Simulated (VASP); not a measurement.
Input of a VASP 6.6.1 run:

INCAR

```
SYSTEM = SnSe2
PREC = Accurate
ENCUT = 520
EDIFF = 1E-6
ISMEAR = 0
SIGMA = 0.05
LREAL = .False.
LASPH = .True.
NELM = 60
ALGO = Normal
ISIF = 2
LWAVE = .False.
LCHARG = .False.
GGA = PE
NBANDS = 20
```

KPOINTS

```
regular mesh
0
Gamma
  12 12 4
  0 0 0
```

File POSCAR:

```
SnSe2
1.0
    4.2589214989      0.0000000000      0.0000000000
   -2.1294607495      3.3530311007      0.0000000000
    0.0000000000      0.0000000000      6.9880221146
Sn Se
1 2
Direct
    0.0000000000      0.0000000000      0.0000000000
    0.3333333333      0.6666666667      0.2281493097
    0.6666666667      0.3333333333      0.7718506903
```

Potentials or basis: VASP PAW PBE potentials, release 64 (Sn_d, Se).

Command:

```bash
$ cat potpaw_PBE.64/Sn_d/POTCAR potpaw_PBE.64/Se/POTCAR > POTCAR
$ mpirun -np 1 vasp_std > vasp.out
```

Predict the pressure.

-3.8 GPa.

What does it give for the largest force?

0.433 eV/Å.

Forces in eV/Å, atoms in the order of the input:
```
Sn   0.000  0.000  0.000
Se   0.000 -0.073 -0.426
Se   0.000  0.073  0.426
```

Caveat: the cell differs from its parent crystal (strain +0.1000 x Voigt [1, 0, 0, 0, 0, 0]); this functional lacks dispersion, which binds the layers, so the pressure and a relaxed spacing across them are unreliable.
